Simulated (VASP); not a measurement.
# Co (P6_3/mmc) in VASP: notebook, part 2 of 2

VASP 6.6.1.

## 5. Single point, PBE, collinear spin, ferromagnetic start

File INCAR:

```
PREC = Accurate
ENCUT = 520
EDIFF = 1E-7
ISMEAR = -1
SIGMA = 0.05
LREAL = False
LASPH = True
NELM = 150
ALGO = Normal
ISIF = 2
LWAVE = False
LCHARG = False
ISPIN = 2
MAGMOM = 1.025 1.025
LORBIT = 11
NUPDOWN = 2.05
LMAXMIX = 4
GGA = PE
NBANDS = 20
```

File KPOINTS:

```
Automatic mesh
0
Gamma
  11 11 6
```

File POSCAR:

```
Co
1.0
    2.5053999800      0.0000000000      0.0000000000
   -1.2526999900      2.1697400300      0.0000000000
    0.0000000000      0.0000000000      4.0893000000
Co
2
Direct
    0.3333333300      0.6666666700      0.2500000000
    0.6666666700      0.3333333300      0.7500000000
```

Potentials or basis: VASP PAW PBE potentials, release 64 (Co).

Launch:

```console
$ cat potpaw_PBE.64/Co/POTCAR > POTCAR
$ mpirun -np 1 vasp_std > vasp.out
```

OUTCAR:

```text
PREC = Accurate
   ENCUT = 520
   EDIFF = 1E-7
   ISMEAR = -1
   LREAL = False
   LASPH = True
   NELM = 150
   ISIF = 2
   ISPIN = 2
   LORBIT = 11
   NUPDOWN = 2.05
   GGA = PE

 ion  position               nearest neighbor table
   1  0.333  0.667  0.250-   2 2.50   2 2.50   2 2.50   2 2.50   2 2.50   2 2.50
   2  0.667  0.333  0.750-   1 2.50   1 2.50   1 2.50   1 2.50   1 2.50   1 2.50

  LATTYP: Found a hexagonal cell.
 ALAT       =     2.5053999800
 C/A-ratio  =     1.6321944730

  Lattice vectors:

 A1 = (   2.5053999800,   0.0000000000,   0.0000000000)
 A2 = (  -1.2526999900,   2.1697400300,   0.0000000000)
 A3 = (   0.0000000000,   0.0000000000,   4.0893000000)

Analysis of symmetry for initial positions (statically):
=====================================================================
 Subroutine PRICEL returns:
 Original cell was already a primitive cell.

 Routine SETGRP: Setting up the symmetry group for a
 hexagonal supercell.

 Subroutine GETGRP returns: Found 24 space group operations
 (whereof 12 operations were pure point group operations)
 out of a pool of 24 trial point group operations.

The static configuration has the point symmetry D_3d.
 The point group associated with its full space group is D_6h.

Analysis of symmetry for dynamics (positions and initial velocities):
=====================================================================
 Subroutine PRICEL returns:
 Original cell was already a primitive cell.

 Routine SETGRP: Setting up the symmetry group for a
 hexagonal supercell.

 Subroutine GETGRP returns: Found 24 space group operations
 (whereof 12 operations were pure point group operations)
 out of a pool of 24 trial point group operations.

The dynamic configuration has the point symmetry D_3d.
 The point group associated with its full space group is D_6h.

Analysis of structural, dynamic, and magnetic symmetry:
=====================================================================
 Subroutine PRICEL returns:
 Original cell was already a primitive cell.

 Routine SETGRP: Setting up the symmetry group for a
 hexagonal supercell.

 Subroutine GETGRP returns: Found 24 space group operations
 (whereof 12 operations were pure point group operations)
 out of a pool of 24 trial point group operations.

The overall configuration has the point symmetry D_3d.
 The point group associated with its full space group is D_6h.

 Subroutine INISYM returns: Found 24 space group operations
 (whereof 12 operations are pure point group operations),
 and found     1 'primitive' translations

----------------------------------------------------------------------------------------

                                     Primitive cell

  volume of cell :      22.2297

  direct lattice vectors                    reciprocal lattice vectors
     2.505399980  0.000000000  0.000000000     0.399137865  0.230442354  0.000000000
    -1.252699990  2.169740030  0.000000000     0.000000000  0.460884708  0.000000000
     0.000000000  0.000000000  4.089300000     0.000000000  0.000000000  0.244540630

  length of vectors
     2.505399980  2.505399981  4.089300000     0.460884708  0.460884708  0.244540630

  position of ions in fractional coordinates (direct lattice)
[... 70 lines left out ...]
   PREC   = accura    normal or accurate (medium, high low for compatibility)
   ISTART =      0    job   : 0-new  1-cont  2-samecut
   ICHARG =      2    charge: 1-file 2-atom 10-const
   ISPIN  =      2    spin polarized calculation?
   LNONCOLLINEAR =      F non collinear calculations
   LSORBIT =      F    spin-orbit coupling
   LASPH  =      T    aspherical Exc in radial PAW
   ENCUT  =  520.0 eV  38.22 Ry    6.18 a.u.   4.66  4.66  7.60*2*pi/ulx,y,z
   NELM   =    150;   NELMIN=  2; NELMDL= -5     # of ELM steps
   EDIFF  = 0.1E-06   stopping-criterion for ELM
   LREAL  =      F    real-space projection
   EDIFFG = 0.1E-05   stopping-criterion for IOM
   NSW    =      0    number of steps for IOM
   IBRION =     -1    ionic relax: 0-MD 1-quasi-New 2-CG
   NFREE  =      0    steps in history (QN), initial steepest desc. (CG)
   ISIF   =      2    stress and relaxation
   ISYM   =      2    0-nonsym 1-usesym 2-fastsym
   POTIM  = 0.5000    time-step for ionic-motion
   TEBEG  =    0.0;   TEEND  =   0.0 temperature during run
   PSTRESS=    0.0 pullay stress
   NELECT =      18.0000    total number of electrons
   NUPDOWN=       2.0500    fix difference up-down
   EMIN   =  10.00;   EMAX   =-10.00  energy-range for DOS
   EFERMI =   0.00;   METHOD = LEGACY
   ISMEAR =    -1;   SIGMA  =   0.05  broadening in eV -4-tet -1-fermi 0-gaus
   EFERMI_NEDOS =   21; number of points for ismear=-14 and -15
   IALGO  =     38    algorithm
   IMIX   =      4    mixing-type and parameters
     AMIX     =   0.40;   BMIX     =  1.00
     AMIX_MAG =   1.60;   BMIX_MAG =  1.00
  volume/ion in A,a.u.               =      11.11        75.01
  Fermi-wavevector in a.u.,A,eV,Ry     =   1.525882  2.883500 31.678680  2.328317
  Thomas-Fermi vector in A             =   2.633992
   LORBIT       =     11    0 simple, 1 ext, 2 COOP (PROOUT), +10 PAW based schemes
   GGA     = PE    functional components
   LHFCALC =     F    Hartree Fock is set to
   AEXX    =    0.0000 exact exchange contribution
   IVDW    =     0    specifies the selected vdW correction
   LEPSILON=     F    determine dielectric tensor
   LRPA    =     F    only Hartree local field effects (RPA)
 spin polarized calculation
  energy-cutoff  :      520.00
  volume of cell :       22.23
 maximum number of plane-waves:       615
 NGX is ok and might be reduce to    20
   NGX =  9   NGY =  9   NGZ = 15

 number of electron      18.0000005 magnetization       2.0500001

 Free energy of the ion-electron system (eV)
  ---------------------------------------------------
  ext. energy  EPLUGINS =         0.00000000
  ---------------------------------------------------
  free energy    TOTEN  =       -13.82667606 eV

  energy without entropy =      -13.78114163  energy(sigma->0) =      -13.80390885

 E-fermi :   9.9341     XC(G=0): -13.2702

 val. band max:        9.9263727923   @ k =   0.3636   0.1818   0.3333
 cond. band min:       9.5221895522   @ k =   0.4545  -0.0000   0.3333
 fundamental gap:     -0.4041832401
 Fermi energy:         9.5188119115

 spin component 1

 k-point     1 :       0.0000    0.0000    0.0000
  band No.  band energies     occupation
      1       1.1689      1.00000
      2       5.0596      1.00000
      3       7.5595      1.00000
      4       7.6292      1.00000
      5       7.6292      1.00000
      6       7.9251      1.00000
[... 541 lines left out ...]
     19      34.7617      0.00000
     20      36.1596      0.00000

 [... further k-points ...]

 spin component 2

 k-point     1 :       0.0000    0.0000    0.0000
  band No.  band energies     occupation
      1       1.1147      1.00000
      2       5.6366      1.00000
      3       8.5905      1.00000
      4       8.6611      1.00000
      5       8.6611      1.00000
      6       8.9901      1.00000
[... 541 lines left out ...]
     19      34.8841      0.00000
     20      36.2077      0.00000

 [... further k-points ...]

------------------------ aborting loop because EDIFF is reached ----------------------------------------

  FORCE on cell =-STRESS in cart. coord.  units (eV):
  Direction    XX          YY          ZZ          XY          YZ          ZX
  --------------------------------------------------------------------------------------
  -------------------------------------------------------------------------------------
  Total       -1.5074416     -1.5074416     -1.9322970      0.0000000      0.0000000      0.0000000
  in kB     -108.6468961   -108.6468962   -139.2678005      0.0000000      0.0000000      0.0000000
  external PRESSURE =    -118.8538643 kB  Pullay stress =       0.0000000 kB

 VOLUME and BASIS-vectors are now :
 -----------------------------------------------------------------------------
  energy-cutoff  :      520.00
  volume of cell :       22.23
      direct lattice vectors                 reciprocal lattice vectors
     2.505399980  0.000000000  0.000000000     0.399137865  0.230442354  0.000000000
    -1.252699990  2.169740030  0.000000000     0.000000000  0.460884708  0.000000000
     0.000000000  0.000000000  4.089300000     0.000000000  0.000000000  0.244540630

 POSITION                                       TOTAL-FORCE (eV/Angst)
 -----------------------------------------------------------------------------------
     -0.00000      1.44649      1.02232        -0.000000     -0.000000      0.000000
      1.25270      0.72325      3.06697         0.000000      0.000000      0.000000
 -----------------------------------------------------------------------------------
    total drift:                               -0.000000      0.000000     -0.000000

  FREE ENERGIE OF THE ION-ELECTRON SYSTEM (eV)
  ---------------------------------------------------
  free  energy   TOTEN  =       -13.8266760614 eV

  energy  without entropy=      -13.7811416320  energy(sigma->0) =      -13.80390885

 total charge

# of ion       s       p       d       tot
------------------------------------------
    1        0.472   0.494   7.262   8.228
    2        0.472   0.494   7.262   8.228
--------------------------------------------------
tot          0.944   0.987  14.525  16.456

 magnetization (x)

# of ion       s       p       d       tot
------------------------------------------
    1       -0.014  -0.045   1.108   1.049
    2       -0.014  -0.045   1.108   1.049
--------------------------------------------------
tot         -0.028  -0.090   2.216   2.097
```

It took 61 s on 1 thread of Intel Xeon 8259CL, shared host; peak memory 0.17 GiB.

Results:

- Free energy: -13.8267 eV
- Pressure: -11.9 GPa
- Net moment: 2.05 μB per cell
- Site moments: Co +1.05 μB
- Valence electrons inside the program's atomic spheres: Co 8.23

Caveat: the cell stands under tension; the total moment is fixed, so each spin has its own Fermi level.

## 6. Single point, PBE, collinear spin, ferromagnetic start

File INCAR:

```
ALGO = Normal
EDIFF = 1E-6
ENCUT = 520
GGA = PE
ISIF = 2
ISMEAR = -1
ISPIN = 2
LASPH = True
LCHARG = False
LMAXMIX = 4
LORBIT = 11
LREAL = False
LWAVE = False
MAGMOM = 1.71 1.71
NBANDS = 20
NELM = 150
NUPDOWN = 3.42
PREC = Accurate
SIGMA = 0.05
```

File KPOINTS:

```
k-points
0
Gamma
  11 11 6
```

POSCAR is that of step 5.

Potentials or basis: VASP PAW PBE potentials, release 64 (Co).

Launch:

```console
$ cat potpaw_PBE.64/Co/POTCAR > POTCAR
$ mpirun -np 1 vasp_std > vasp.out
```

It took 54 s on 1 thread of Intel Xeon 8259CL, shared host; peak memory 0.17 GiB.

Results (log left out):

```
Free energy                                           : -14.0441 eV
Pressure                                              : -3.7 GPa
Net moment                                            : 3.42 μB per cell
Site moments                                          : Co +1.73 μB
Valence electrons inside the program's atomic spheres : Co 8.22
```

Stress tensor (GPa, compression positive):
```
-3.56  0.00  0.00
 0.00 -3.56  0.00
 0.00  0.00 -4.02
```

Caveat: the cell stands under tension; the total moment is fixed, so each spin has its own Fermi level.

## 7. Overview

```tsv
fixed moment (μB)	pressure (GPa)	moment (μB)
4.1	3.1	4.10
5.47	24.4	5.47
0.68	-15.5	0.68
2.05	-11.9	2.05
3.42	-3.7	3.42
```

Alike in all rows: task single point; level PBE; potentials or basis VASP PAW PBE potentials, release 64 (Co); spin collinear, ferromagnetic start; cell as given; k mesh 11 × 11 × 6; cutoff (eV) 520; smearing fermi-dirac 0.05 eV.

Caveats: the total moment is fixed, so each spin has its own Fermi level; the cell stands under tension (at least some runs); the cell stands under pressure (at least some runs).

Total energies depend on the potentials used, so only differences within one code and one set of settings carry meaning.
